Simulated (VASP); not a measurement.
# TiC: single point with PBEsol

TiC:

```
CELL_PARAMETERS angstrom
0.00000 2.16572 2.16572
2.16572 0.00000 2.16572
2.16572 2.16572 0.00000
ATOMIC_POSITIONS crystal
Ti 0.00000 0.00000 0.00000
C 0.50000 0.50000 0.50000
```

```yaml
Program: VASP 6.6.1
Task: single point
Functional: PBEsol
Potentials_or_basis: VASP PAW PBE potentials, release 64 (Ti_sv, C)
Cutoff: 520 eV
k_mesh: 10 × 10 × 10
Occupations: fermi-dirac, width 0.05 eV
Spin: no spin polarisation
```

```yaml
Pressure: -6.5 GPa
Band_gap_on_the_k_mesh: zero (band 8 reaches 9.96 eV, above the bottom of band 9 at 8.91 eV)
```

Levels at points of the mesh, in eV from the Fermi level:
| k point | band 5 | band 6 | band 7 | band 8 | band 9 | band 10 | band 11 | band 12 |
| --- | --- | --- | --- | --- | --- | --- | --- | --- |
| (0.00, 0.00, 0.00) | -12.41 | 0.62 | 0.62 | 0.62 | 1.66 | 1.66 | 1.66 | 1.68 |
| (0.50, 0.00, 0.00) | -8.89 | -5.92 | -2.94 | -2.94 | 2.87 | 2.87 | 4.06 | 8.11 |
| (0.50, 0.50, 0.00) | -10.10 | -3.49 | -1.72 | -0.07 | -0.07 | 2.69 | 3.48 | 3.48 |

Run time: 8.9 s on 1 thread of Intel(R) Xeon(R) Platinum 8488C (Sapphire Rapids), on a shared host, peak memory 0.14 GiB.

Caveat: the PAW data sets were made with another functional, which shifts forces and pressure a little.
